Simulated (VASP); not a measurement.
Runs of VASP 6.6.1 on In. The structure is that of space group P6_3/mmc (No. 194), or close to it. The cells are those of the table. 

| cell | gap on the mesh (eV) | pressure (GPa) |
| --- | --- | --- |
| a = 3.183, b = 3.183, c = 10.328 Å, angles 90.0, 90.0, 120.0°, 4 atoms | none | 5.2 |
| a = 3.228, b = 3.228, c = 10.475 Å, angles 90.0, 90.0, 120.0°, 4 atoms | none | 2.3 |
| a = 3.136, b = 3.136, c = 10.176 Å, angles 90.0, 90.0, 120.0°, 4 atoms | none | 8.9 |
| a = 3.316, b = 3.316, c = 10.759 Å, angles 90.0, 90.0, 120.0°, 4 atoms | none | (a) |
| a = 3.273, b = 3.273, c = 10.619 Å, angles 90.0, 90.0, 120.0°, 4 atoms | none | (b) |

Alike in all rows: task single point; level LDA; potentials or basis VASP PAW LDA potentials, release 64 (In_d); no spin polarisation; k mesh 12 × 12 × 4; cutoff (eV) 520; smearing fermi-dirac 0.1 eV.

Question: Fill in the values left out.

Answer: (a) -1.7; (b) 0.0.

Caveats: spin-orbit coupling is left out, which moves the levels of the heavy elements.

A k mesh can miss the band edges, and the runs leave out spin-orbit coupling on In.

A gap of «none» marks levels without a gap at the run's occupations.
